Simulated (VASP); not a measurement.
# TaN (rocksalt type) (Fm-3m) in VASP: further runs

Runs on TaN (rocksalt type). Level: PBE. Tasks: single point.

All numbers are computed with VASP 6.6.1; they aren't measurements. Logs are shortened: lines on timing, memory, paths and dates and some standing lists are left out, and cuts for length are marked.

### 1 The cell of the first run

Symmetry: Fm-3m, No. 225, cubic system. The conventional cell has a = 3.769 Å, b = 3.769 Å, c = 3.769 Å, α = 90.00°, β = 90.00°, γ = 90.00°. Ta (site symmetry m-3m) has 6 N at 1.88 Å within 2.5 Å. Within 2.5 Å of N (site symmetry m-3m) lie 6 Ta at 1.88 Å.

### 2 Single point, PBE

Input file INCAR:

```
  PREC = Accurate
  ENCUT = 520
  EDIFF = 1E-7
  ISMEAR = -1
  SIGMA = 0.1
  LREAL = False
  LASPH = True
  NELM = 60
  ALGO = Normal
  ISIF = 2
  LWAVE = False
  LCHARG = True
  GGA = PE
  LELF = True
  LVHAR = True
  NBANDS = 15
```

Input file KPOINTS:

```
regular mesh
0
Gamma
  18 18 18
```

Input file POSCAR:

```
TaN
1.0
    0.0000000000      1.8845018303      1.8845018303
    1.8845018303      0.0000000000      1.8845018303
    1.8845018303      1.8845018303      0.0000000000
Ta N
1 1
Direct
    0.0000000000      0.0000000000      0.0000000000
    0.5000000000      0.5000000000      0.5000000000
```

Potentials or basis: VASP PAW PBE potentials, release 64 (Ta_pv, N).

The run is started by

```
$ cat potpaw_PBE.64/Ta_pv/POTCAR potpaw_PBE.64/N/POTCAR > POTCAR
$ mpirun -np 1 vasp_std > vasp.out
```

OUTCAR:

```text
PREC = Accurate
   ENCUT = 520
   EDIFF = 1E-7
   ISMEAR = -1
   LREAL = False
   LASPH = True
   NELM = 60
   ISIF = 2
   GGA = PE

 ion  position               nearest neighbor table
   1  0.000  0.000  0.000-   2 1.88   2 1.88   2 1.88   2 1.88   2 1.88   2 1.88
   2  0.500  0.500  0.500-   1 1.88   1 1.88   1 1.88   1 1.88   1 1.88   1 1.88

  LATTYP: Found a face centered cubic cell.
 ALAT       =     3.7690036606

  Lattice vectors:

 A1 = (   0.0000000000,   1.8845018303,   1.8845018303)
 A2 = (   1.8845018303,   0.0000000000,   1.8845018303)
 A3 = (   1.8845018303,   1.8845018303,   0.0000000000)

Analysis of symmetry for initial positions (statically):
=====================================================================
 Subroutine PRICEL returns:
 Original cell was already a primitive cell.

 Routine SETGRP: Setting up the symmetry group for a
 face centered cubic supercell.

 Subroutine GETGRP returns: Found 48 space group operations
 (whereof 48 operations were pure point group operations)
 out of a pool of 48 trial point group operations.

The static configuration has the point symmetry O_h .

Analysis of symmetry for dynamics (positions and initial velocities):
=====================================================================
 Subroutine PRICEL returns:
 Original cell was already a primitive cell.

 Routine SETGRP: Setting up the symmetry group for a
 face centered cubic supercell.

 Subroutine GETGRP returns: Found 48 space group operations
 (whereof 48 operations were pure point group operations)
 out of a pool of 48 trial point group operations.

The dynamic configuration has the point symmetry O_h .

 Subroutine INISYM returns: Found 48 space group operations
 (whereof 48 operations are pure point group operations),
 and found     1 'primitive' translations

----------------------------------------------------------------------------------------

                                     Primitive cell

  volume of cell :      13.3850

  direct lattice vectors                    reciprocal lattice vectors
     0.000000000  1.884501830  1.884501830    -0.265322109  0.265322109  0.265322109
     1.884501830  0.000000000  1.884501830     0.265322109 -0.265322109  0.265322109
     1.884501830  1.884501830  0.000000000     0.265322109  0.265322109 -0.265322109

  length of vectors
     2.665088047  2.665088047  2.665088047     0.459551373  0.459551373  0.459551373

  position of ions in fractional coordinates (direct lattice)
     0.000000000  0.000000000  0.000000000
     0.500000000  0.500000000  0.500000000

  ion indices of the primitive-cell ions
   primitive index   ion index
                 1           1
                 2           2

----------------------------------------------------------------------------------------

 KPOINTS: regular mesh

Automatic generation of k-mesh.
 Grid dimensions read from file:
 generate k-points for:   18   18   18

 Generating k-lattice:

  Cartesian coordinates                     Fractional coordinates (reciprocal lattice)
    -0.014740117  0.014740117  0.014740117     0.055555556  0.000000000  0.000000000
     0.014740117 -0.014740117  0.014740117     0.000000000  0.055555556  0.000000000
     0.014740117  0.014740117 -0.014740117     0.000000000  0.000000000  0.055555556

  Length of vectors
     0.025530632  0.025530632  0.025530632

  Shift w.r.t. Gamma in fractional coordinates (k-lattice)
     0.000000000  0.000000000  0.000000000

 Subroutine IBZKPT returns following result:
 ===========================================

 Found    195 irreducible k-points:

 Following reciprocal coordinates:
            Coordinates               Weight
  0.000000  0.000000  0.000000      1.000000
  0.055556  0.000000  0.000000      8.000000
  0.111111  0.000000  0.000000      8.000000
  0.166667  0.000000  0.000000      8.000000
  0.222222  0.000000  0.000000      8.000000
  0.277778  0.000000  0.000000      8.000000
[... 16 lines left out ...]
 -0.277778  0.055556  0.000000     24.000000
 -0.222222  0.055556  0.000000     24.000000
 [... further k-points ...]
   k-points           NKPTS =    195   k-points in BZ     NKDIM =    195   number of bands    NBANDS=     15
   number of dos      NEDOS =    301   number of ions     NIONS =      2
   total plane-waves  NPLWV =   8000
   dimension x,y,z NGX =    20 NGY =   20 NGZ =   20
   dimension x,y,z NGXF=    40 NGYF=   40 NGZF=   40
   ions per type =               1   1
   NGX,Y,Z   is equivalent  to a cutoff of  12.48, 12.48, 12.48 a.u.
   NGXF,Y,Z  is equivalent  to a cutoff of  24.95, 24.95, 24.95 a.u.
 SYSTEM =  unknown system
   PREC   = accura    normal or accurate (medium, high low for compatibility)
   ISTART =      0    job   : 0-new  1-cont  2-samecut
   ICHARG =      2    charge: 1-file 2-atom 10-const
   ISPIN  =      1    spin polarized calculation?
   LNONCOLLINEAR =      F non collinear calculations
   LSORBIT =      F    spin-orbit coupling
   LASPH  =      T    aspherical Exc in radial PAW
   ENCUT  =  520.0 eV  38.22 Ry    6.18 a.u.   4.96  4.96  4.96*2*pi/ulx,y,z
   NELM   =     60;   NELMIN=  2; NELMDL= -5     # of ELM steps
   EDIFF  = 0.1E-06   stopping-criterion for ELM
   LREAL  =      F    real-space projection
   EDIFFG = 0.1E-05   stopping-criterion for IOM
   NSW    =      0    number of steps for IOM
   IBRION =     -1    ionic relax: 0-MD 1-quasi-New 2-CG
   NFREE  =      0    steps in history (QN), initial steepest desc. (CG)
   ISIF   =      2    stress and relaxation
   ISYM   =      2    0-nonsym 1-usesym 2-fastsym
   POTIM  = 0.5000    time-step for ionic-motion
   TEBEG  =    0.0;   TEEND  =   0.0 temperature during run
   PSTRESS=    0.0 pullay stress
   NELECT =      16.0000    total number of electrons
   NUPDOWN=      -1.0000    fix difference up-down
   EMIN   =  10.00;   EMAX   =-10.00  energy-range for DOS
   EFERMI =   0.00;   METHOD = LEGACY
   ISMEAR =    -1;   SIGMA  =   0.10  broadening in eV -4-tet -1-fermi 0-gaus
   EFERMI_NEDOS =   21; number of points for ismear=-14 and -15
   IALGO  =     38    algorithm
   IMIX   =      4    mixing-type and parameters
     AMIX     =   0.40;   BMIX     =  1.00
     AMIX_MAG =   1.60;   BMIX_MAG =  1.00
  volume/ion in A,a.u.               =       6.69        45.16
  Fermi-wavevector in a.u.,A,eV,Ry     =   1.737434  3.283274 41.071583  3.018676
  Thomas-Fermi vector in A             =   2.810658
   LORBIT       =      0    0 simple, 1 ext, 2 COOP (PROOUT), +10 PAW based schemes
   GGA     = PE    functional components
[... 5 lines left out ...]
 non-spin polarized calculation
  energy-cutoff  :      520.00
  volume of cell :       13.39
 maximum number of plane-waves:       371
   NGX =  9   NGY =  9   NGZ =  9

 number of electron      16.0000000 magnetization

 Free energy of the ion-electron system (eV)
  ---------------------------------------------------
  ext. energy  EPLUGINS =         0.00000000
  ---------------------------------------------------
  free energy    TOTEN  =       -14.28658968 eV

  energy without entropy =      -14.27070376  energy(sigma->0) =      -14.27864672

 E-fermi :  15.4994     XC(G=0): -16.1833

 val. band max:       15.4819442235   @ k =  -0.2778   0.3889   0.1667
 cond. band min:      15.5207405367   @ k =  -0.1667   0.1667   0.0556
 fundamental gap:      0.0387963132
 Fermi energy:        15.4993704373

 k-point     1 :       0.0000    0.0000    0.0000
  band No.  band energies     occupation
      1     -19.2938      2.00000
      2     -19.2938      2.00000
      3     -19.2938      2.00000
      4      -6.9626      2.00000
      5      10.4771      2.00000
      6      10.4771      2.00000
      7      10.4771      2.00000
      8      11.6685      2.00000
      9      11.6685      2.00000
     10      11.6685      2.00000
     11      15.6796      0.28325
     12      15.6796      0.28325
     13      22.2922      0.00000
     14      25.0071      0.00000
     15      29.0124      0.00000

 k-point     2 :       0.0556    0.0000    0.0000
  band No.  band energies     occupation
      1     -19.4612      2.00000
      2     -19.3032      2.00000
      3     -19.3032      2.00000
      4      -6.7495      2.00000
      5       9.7671      2.00000
      6       9.8977      2.00000
      7       9.8977      2.00000
      8      11.9243      2.00000
      9      11.9243      2.00000
     10      12.1542      2.00000
     11      16.2993      0.00067
     12      16.2993      0.00067
     13      22.4986      0.00000
     14      25.4217      0.00000
     15      29.0126      0.00000

 k-point     3 :       0.1111    0.0000    0.0000
  band No.  band energies     occupation
      1     -19.9164      2.00000
      2     -19.3303      2.00000
      3     -19.3303      2.00000
      4      -6.1601      2.00000
      5       8.5503      2.00000
      6       8.7863      2.00000
      7       8.7863      2.00000
      8      12.4444      2.00000
      9      12.4444      2.00000
     10      12.7848      2.00000
     11      17.7687      0.00000
     12      17.7687      0.00000
     13      23.0621      0.00000
     14      26.6058      0.00000
     15      29.0122      0.00000
[... 343 lines left out ...]
 k-point    23 :      -0.2778    0.0556    0.0000
  band No.  band energies     occupation
      1     -22.1215      2.00000
      2     -19.6556      2.00000
      3     -19.4296      2.00000
      4      -2.8963      2.00000
      5       4.0311      2.00000
      6       5.0724      2.00000
      7       6.0025      2.00000
      8      14.7175      1.99920
      9      15.1344      1.94932
     10      17.0359      0.00000
     11      23.0802      0.00000
     12      25.2825      0.00000
     13      25.4719      0.00000
     14      29.0022      0.00000
     15      33.5533      0.00000

 k-point    24 :      -0.2222    0.0556    0.0000
  band No.  band energies     occupation
      1     -21.4901      2.00000
      2     -19.6010      2.00000
      3     -19.3736      2.00000
      4      -3.8871      2.00000
      5       5.1793      2.00000
      6       5.8416      2.00000
      7       6.8460      2.00000
      8      13.9364      2.00000
      9      13.9719      2.00000
     10      15.7912      0.10255
     11      21.1386      0.00000
     12      23.4694      0.00000
     13      25.0110      0.00000
     14      29.0073      0.00000
     15      31.5363      0.00000

 [... further k-points ...]

------------------------ aborting loop because EDIFF is reached ----------------------------------------

  FORCE on cell =-STRESS in cart. coord.  units (eV):
  Direction    XX          YY          ZZ          XY          YZ          ZX
  --------------------------------------------------------------------------------------
  -------------------------------------------------------------------------------------
  Total       37.6642296     37.6642296     37.6642296      0.0000000      0.0000000      0.0000000
  in kB     4508.3744999   4508.3744999   4508.3744999      0.0000000      0.0000000      0.0000000
  external PRESSURE =    4508.3744999 kB  Pullay stress =       0.0000000 kB

 VOLUME and BASIS-vectors are now :
 -----------------------------------------------------------------------------
  energy-cutoff  :      520.00
  volume of cell :       13.39
      direct lattice vectors                 reciprocal lattice vectors
     0.000000000  1.884501830  1.884501830    -0.265322109  0.265322109  0.265322109
     1.884501830  0.000000000  1.884501830     0.265322109 -0.265322109  0.265322109
     1.884501830  1.884501830  0.000000000     0.265322109  0.265322109 -0.265322109

 POSITION                                       TOTAL-FORCE (eV/Angst)
 -----------------------------------------------------------------------------------
      0.00000      0.00000      0.00000         0.000000     -0.000000      0.000000
      1.88450      1.88450      1.88450         0.000000      0.000000      0.000000
 -----------------------------------------------------------------------------------
    total drift:                                0.000000     -0.000000      0.000000

  FREE ENERGIE OF THE ION-ELECTRON SYSTEM (eV)
  ---------------------------------------------------
  free  energy   TOTEN  =       -14.2865896821 eV

  energy  without entropy=      -14.2707037563  energy(sigma->0) =      -14.27864672
```

It took 16 s on 1 thread of Intel Xeon 6975P-C (Granite Rapids), shared host; peak memory 0.16 GiB.

What came out:

* Free energy: -14.2866 eV
* Pressure: 450.8 GPa
* Band gap on the k mesh: zero (band 8 reaches 19.27 eV, above the bottom of band 9 at 11.67 eV)

Levels at points of the mesh, in eV from the Fermi level:
```tsv
k point	band 6	band 7	band 8	band 9	band 10	band 11
(0.00, 0.00, 0.00)	-5.02	-5.02	-3.83	-3.83	-3.83	0.18
(0.50, 0.00, 0.00)	-11.58	-11.58	3.77	3.77	3.97	5.84
(0.50, 0.50, 0.00)	-5.95	-5.00	-5.00	4.10	7.04	7.04
```

Caveat: spin-orbit coupling is left out, which moves the levels of the heavy elements.

### 3 Single point, PBE

This run uses another cell than the first one, of 6.67 Å³/atom, 0.997 times its volume.

Input file INCAR:

```
SYSTEM = TaN
PREC     = Accurate       ! precision mode
ENCUT    = 520            ! plane-wave cutoff, eV
EDIFF    = 1E-6           ! SCF threshold, eV
ISMEAR   = -1             ! smearing method
SIGMA    = 0.1            ! smearing width, eV
LREAL    = .FALSE.        ! projectors in reciprocal space
LASPH    = .TRUE.         ! aspherical terms in the spheres
NELM     = 60             ! most SCF steps
ALGO     = Normal         ! electronic algorithm
ISIF     = 2              ! what is computed and relaxed
LWAVE    = .FALSE.        ! write WAVECAR
LCHARG   = .FALSE.        ! write CHGCAR
GGA      = PE             ! functional
NBANDS   = 15             ! bands
```

Input file KPOINTS:

```
Automatic mesh
0
G
  18 18 18
  0 0 0
```

Input file POSCAR:

```
TaN
1.0
    0.0000000000      1.8823443563      1.8823443563
    1.8823443563      0.0000000000      1.8823443563
    1.8823443563      1.8823443563      0.0000000000
Ta N
1 1
Direct
    0.0000000000      0.0000000000      0.0000000000
    0.5000000000      0.5000000000      0.5000000000
```

Potentials or basis: VASP PAW PBE potentials, release 64 (Ta_pv, N).

The run is started by

```
$ cat potpaw_PBE.64/Ta_pv/POTCAR potpaw_PBE.64/N/POTCAR > POTCAR
$ mpirun -np 1 vasp_std > vasp.out
```

OUTCAR:

```text
SYSTEM = TaN
   PREC = Accurate
   ENCUT = 520
   EDIFF = 1E-6
   ISMEAR = -1
   LREAL = .FALSE.
   LASPH = .TRUE.
   NELM = 60
   ISIF = 2
   GGA = PE

 ion  position               nearest neighbor table
   1  0.000  0.000  0.000-   2 1.88   2 1.88   2 1.88   2 1.88   2 1.88   2 1.88
   2  0.500  0.500  0.500-   1 1.88   1 1.88   1 1.88   1 1.88   1 1.88   1 1.88

  LATTYP: Found a face centered cubic cell.
 ALAT       =     3.7646887126

  Lattice vectors:

[... 616 lines left out ...]
 [... further k-points ...]

------------------------ aborting loop because EDIFF is reached ----------------------------------------

  FORCE on cell =-STRESS in cart. coord.  units (eV):
  Direction    XX          YY          ZZ          XY          YZ          ZX
  --------------------------------------------------------------------------------------
  -------------------------------------------------------------------------------------
  Total       38.0842490     38.0842490     38.0842490      0.0000000      0.0000000     -0.0000000
  in kB     4574.3432892   4574.3432892   4574.3432892      0.0000000      0.0000000     -0.0000000
  external PRESSURE =    4574.3432892 kB  Pullay stress =       0.0000000 kB

 VOLUME and BASIS-vectors are now :
 -----------------------------------------------------------------------------
  energy-cutoff  :      520.00
  volume of cell :       13.34
      direct lattice vectors                 reciprocal lattice vectors
     0.000000000  1.882344356  1.882344356    -0.265626211  0.265626211  0.265626211
     1.882344356  0.000000000  1.882344356     0.265626211 -0.265626211  0.265626211
     1.882344356  1.882344356  0.000000000     0.265626211  0.265626211 -0.265626211

 POSITION                                       TOTAL-FORCE (eV/Angst)
 -----------------------------------------------------------------------------------
      0.00000      0.00000      0.00000        -0.000000      0.000000      0.000000
      1.88234      1.88234      1.88234         0.000000     -0.000000     -0.000000
 -----------------------------------------------------------------------------------
    total drift:                                0.000000     -0.000000      0.000000

  FREE ENERGIE OF THE ION-ELECTRON SYSTEM (eV)
  ---------------------------------------------------
  free  energy   TOTEN  =       -14.1563135565 eV

  energy  without entropy=      -14.1404710949  energy(sigma->0) =      -14.14839233
```

It took 14 s on 1 thread of Intel Xeon 6975P-C (Granite Rapids), shared host; peak memory 0.16 GiB.

What came out:

```yaml
Free_energy: -14.1563 eV
Pressure: 457.4 GPa
Band_gap_on_the_k_mesh: zero (band 8 reaches 19.34 eV, above the bottom of band 9 at 11.70 eV)
```

Caveat: spin-orbit coupling is left out, which moves the levels of the heavy elements.
